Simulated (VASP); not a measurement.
# Sn: single point with PBE

Crystal: Sn.

```xyz
2
Lattice="-2.8801 2.8801 1.5667 2.8801 -2.8801 1.5667 2.8801 2.8801 -1.5667" Properties=species:S:1:pos:R:3 pbc="T T T"
Sn    0.0000    0.0000    0.0000
Sn    0.0000    2.8801    0.7833
```

```
Program             : VASP 6.6.1
Task                : single point
Functional          : PBE
Potentials or basis : VASP PAW PBE potentials, release 64 (Sn_d)
Cutoff              : 520 eV
k mesh              : 9 × 9 × 9
Occupations         : fermi-dirac, width 0.05 eV
Spin                : no spin polarisation
```

```json
{
  "Pressure": "5.2 GPa",
  "Band gap on the k mesh": "zero (bands 14 and 15 overlap by 4.26 eV)"
}
```

Stress tensor (GPa, compression positive):
```
5.48 0.00 0.00
0.00 5.48 0.00
0.00 0.00 4.65
```

Levels at points of the mesh, in eV from the Fermi level:
```csv
k point,band 10,band 11,band 12,band 13,band 14,band 15,band 16,band 17,band 18,band 19
"(0.00, 0.00, 0.00)",-21.19,-11.49,-3.54,-2.13,-2.13,2.88,6.41,6.41,7.15,7.25
```

Wall time 54 s on 1 thread of AMD EPYC 7R13 Processor (Zen 3), on a shared host, peak memory 0.18 GiB.

Caveat: the cell stands under pressure; spin-orbit coupling is left out, which moves the levels of the heavy elements.
